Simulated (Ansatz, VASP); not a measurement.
One calculation of Se, two programs

```
Se
1.0
     0.00000    3.12557    3.12557
     3.12557    0.00000    3.12557
     3.12557    3.12557    0.00000
Se
2
Direct
  0.22000 0.96000 0.23700
  0.47000 0.21000 0.48700
```

Alike in both runs: task single point; functional PBE; k mesh 6 × 6 × 6; occupations gaussian, width 0.1 eV; no spin polarisation; Hubbard terms Se p U = 1.9 eV.

|  | VASP | Ansatz |
| --- | --- | --- |
| version | VASP 6.6.1 | Ansatz 0.2.0 |
| potentials or method | VASP PAW PBE potentials, release 64 (Se), cutoff 500 eV | scalar-relativistic, plane waves, PAW |
| valence electrons in the cell | 12 | 32 |

Ansatz gave:

- gap on the k mesh at the Fermi level (eV): none
- pressure (GPa): 1.6

Problem. Estimate VASP's values.

Solution. gap on the k mesh at the Fermi level (eV): none; pressure (GPa): 2.0.

The programs project onto different local orbitals, so the same U acts differently, and such runs can settle in different states. A gap of «none» marks a metal or a gap that the smearing closes. VASP's potentials hold 12 valence electrons a cell and Ansatz's 32, so a difference there can come from the potentials and not from the codes. Ansatz's warnings: filled band counts differ across k points.
